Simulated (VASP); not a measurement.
A run of VASP 6.6.1:

File INCAR:

```
SYSTEM = Ba
  PREC = Accurate
  ENCUT = 520
  EDIFF = 1E-6
  ISMEAR = 0
  SIGMA = 0.1
  LREAL = .False.
  LASPH = .True.
  NELM = 100
  ALGO = Fast
  ISIF = 2
  LWAVE = .False.
  LCHARG = .False.
  GGA = PE
  NBANDS = 11
```

Contents of KPOINTS:

```
Automatic mesh
0
Gamma
  16 16 16
  0 0 0
```

Contents of POSCAR:

```
Ba
1.0
   -2.4593018994      2.4593018994      2.4585780017
    2.4593018994     -2.4593018994      2.4585780017
    2.4593018994      2.4593018994     -2.4585780017
Ba
1
Direct
    0.0000000000      0.0000000000      0.0000000000
```

Potentials or basis: VASP PAW PBE potentials, release 64 (Ba_sv).

Run with:

```bash
$ cat potpaw_PBE.64/Ba_sv/POTCAR > POTCAR
$ mpirun -np 1 vasp_std > vasp.out
```

Hardware: 1 thread of Oxide Virtual Turin-like Processor, on a shared host.

**Question.** Estimate the wall time of this run.

**Answer.** It took 2.5 min on 1 thread of Oxide Virtual Turin-like Processor, on a shared host, peak memory 0.32 GiB. Counts: scf iterations 11, k points 349.
